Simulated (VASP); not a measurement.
Runs of VASP 6.6.1 on TiB2. The structure is that of space group P6/mmm (No. 191), or close to it. The cells are those of the table. 

| cell | gap on the mesh (eV) | pressure (GPa) |
| --- | --- | --- |
| a = 3.029, b = 3.029, c = 3.228 Å, angles 90.0, 90.0, 120.0°, 3 atoms | none | (c) |
| a = 3.054, b = 3.054, c = 3.255 Å, angles 90.0, 90.0, 120.0°, 3 atoms | none | -5.6 |
| a = 3.127, b = 3.127, c = 3.333 Å, angles 90.0, 90.0, 120.0°, 3 atoms | none | -19.9 |
| a = 3.103, b = 3.103, c = 3.307 Å, angles 90.0, 90.0, 120.0°, 3 atoms | none | -15.7 |
| a = 2.951, b = 2.951, c = 3.146 Å, angles 90.0, 90.0, 120.0°, 3 atoms | none | 23.6 |
| a = 3.004, b = 3.004, c = 3.201 Å, angles 90.0, 90.0, 120.0°, 3 atoms | none | (a) |
| a = 2.925, b = 2.925, c = 3.117 Å, angles 90.0, 90.0, 120.0°, 3 atoms | none | 33.4 |
| a = 3.079, b = 3.079, c = 3.281 Å, angles 90.0, 90.0, 120.0°, 3 atoms | none | -11.0 |
| a = 2.978, b = 2.978, c = 3.174 Å, angles 90.0, 90.0, 120.0°, 3 atoms | none | (b) |

Alike in all rows: task single point; level PBE; potentials or basis VASP PAW PBE potentials, release 64 (Ti_sv, B); no spin polarisation; k mesh 11 × 11 × 9; cutoff (eV) 520; smearing methfessel-paxton 0.1 eV.

Question: Fill in the values left out.

Answer: (a) 7.3; (b) 15.0; (c) 0.4.

A gap of «none» marks levels without a gap at the run's occupations.
